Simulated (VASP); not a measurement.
Write the native input for VASP 6.6.1 that does the following.

| Quantity | Value |
| --- | --- |
| Task | single point |
| Functional | PBE |
| Potentials or basis | VASP PAW PBE potentials, release 64 (Ni) |
| Cutoff | 520 eV |
| k mesh | 19 × 19 × 19 |
| Occupations | fermi-dirac, width 0.05 eV |
| Spin | collinear spin, ferromagnetic start |
| Starting moments | [1.0] μB |
| Dipole correction | no |
| Further INCAR settings | ALGO = Normal; EDIFF = 1e-07; NBANDS = 15 |

The structure of Ni lies in POSCAR:

```
Ni
1.0
   -1.1810113508      1.1810113508      1.1810113508
    1.1810113508     -1.1810113508      1.1810113508
    1.1810113508      1.1810113508     -1.1810113508
Ni
1
Direct
    0.0000000000      0.0000000000      0.0000000000
```

This isn't the form of Ni at room conditions, which is fcc.

These files were run (other wordings do the same):

INCAR

```
SYSTEM = Ni
ALGO = Normal
EDIFF = 1E-7
ENCUT = 520
GGA = PE
ISIF = 2
ISMEAR = -1
ISPIN = 2
LASPH = .TRUE.
LCHARG = .FALSE.
LMAXMIX = 4
LORBIT = 11
LREAL = .FALSE.
LWAVE = .FALSE.
MAGMOM = 1
NBANDS = 15
NELM = 150
PREC = Accurate
SIGMA = 0.05
```

KPOINTS

```
k-points
0
G
  19 19 19
  0 0 0
```

Potentials or basis: VASP PAW PBE potentials, release 64 (Ni).

Command:

```console
$ cat potpaw_PBE.64/Ni/POTCAR > POTCAR
$ mpirun -np 1 vasp_std > vasp.out
```

Results of the run:

```json
{
  "Pressure": "331.1 GPa",
  "Band gap on the k mesh": "zero (filled and empty bands overlap)",
  "Net moment": "0.00 μB per cell"
}
```

Caveat: the cell stands under pressure.

Wall time 41 s on 1 thread of Intel Xeon 8259CL, with other jobs on the host, peak memory 0.15 GiB.
